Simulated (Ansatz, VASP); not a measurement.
# La: VASP beside Ansatz

Contents of INCAR:

```
PREC     = Accurate       # precision mode
ENCUT    = 520            # plane-wave cutoff, eV
EDIFF    = 1E-6           # SCF threshold, eV
ISMEAR   = 0              # smearing method
SIGMA    = 0.15           # smearing width, eV
LREAL    = F              # projectors in reciprocal space
LASPH    = T              # aspherical terms in the spheres
NELM     = 60             # most SCF steps
ALGO     = Fast           # electronic algorithm
ISIF     = 2              # what is computed and relaxed
LWAVE    = F              # write WAVECAR
LCHARG   = F              # write CHGCAR
GGA      = PS             # functional
NBANDS   = 30             # bands
```

Contents of KPOINTS:

```
regular mesh
0
Gamma
  12 12 4
```

The input POSCAR:

```
La
1.0
    3.7345000000      0.0000000000      0.0000000000
   -1.8672500000      3.2341718704      0.0000000000
    0.0000000000      0.0000000000     11.9919000000
La
4
Direct
    0.0000000000      0.0000000000      0.0000000000
    0.0000000000      0.0000000000      0.5000000000
    0.3333333333      0.6666666667      0.2500000000
    0.6666666667      0.3333333333      0.7500000000
```

Input for Ansatz:

```yaml
crystal:
  lattice:
    - [3.7345, 0.0, 0.0]
    - [-1.86725, 3.2341718704, 0.0]
    - [0.0, 0.0, 11.9919]
  atoms:
    - { symbol: La, position: [0.0, 0.0, 0.0] }
    - { symbol: La, position: [0.0, 0.0, 0.5] }
    - { symbol: La, position: [0.3333333333, 0.6666666667, 0.25] }
    - { symbol: La, position: [0.6666666667, 0.3333333333, 0.75] }
basis:
  ecutwfc: 420
kpoints:
  mp_grid: { grid: [12, 12, 4] }
hamiltonian:
  xc: pbesol
scf:
  occupations: { method: gaussian, width: 0.15 }
output:
  forces: true
  stress: true
  eigenvalues: true
```

Alike in both runs: task single point; functional PBEsol; k mesh 12 × 12 × 4; occupations gaussian, width 0.15 eV; no spin polarisation.

|  | VASP | Ansatz |
| --- | --- | --- |
| version | VASP 6.6.1 | Ansatz 0.2.0 |
| potentials or method | VASP PAW PBE potentials, release 64 (La), cutoff 520 eV | scalar-relativistic, plane waves, PAW |
| valence electrons in the cell | 44 | 44 |

|  | VASP | Ansatz | Ansatz less VASP |
| --- | --- | --- | --- |
| gap on the k mesh at the Fermi level (eV) | none | none | - |
| pressure (GPa) | -1.5 | -1.6 | -0.05 |

VASP's potentials were made for PBE, not for PBEsol. A gap of «none» marks a metal or a gap that the smearing closes.

Neither program's run includes spin-orbit coupling.
